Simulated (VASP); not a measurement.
Runs of VASP 6.6.1 on GaN. The structure is that of space group Fm-3m (No. 225), or close to it. The cells are those of the table. 

```csv
cell,gap on the mesh (eV),pressure (GPa)
"a = 3.040 Å, angles 60.0°, 2 atoms",(b),-16.2
"a = 2.999 Å, angles 60.0°, 2 atoms",0.36,-8.7
"a = 2.979 Å, angles 60.0°, 2 atoms",0.49,(c)
"a = 2.958 Å, angles 60.0°, 2 atoms",(a),0.8
```

Alike in all rows: task single point; level LDA; potentials or basis VASP PAW LDA potentials, release 64 (Ga_d, N); no spin polarisation; k mesh 8 × 8 × 8; cutoff (eV) 600; smearing gaussian 0.01 eV.

Q: Fill in the values left out.

A: (a) 0.63; (b) 0.12; (c) -4.2.

A k mesh can miss the band edges, and the runs leave out spin-orbit coupling on Ga.
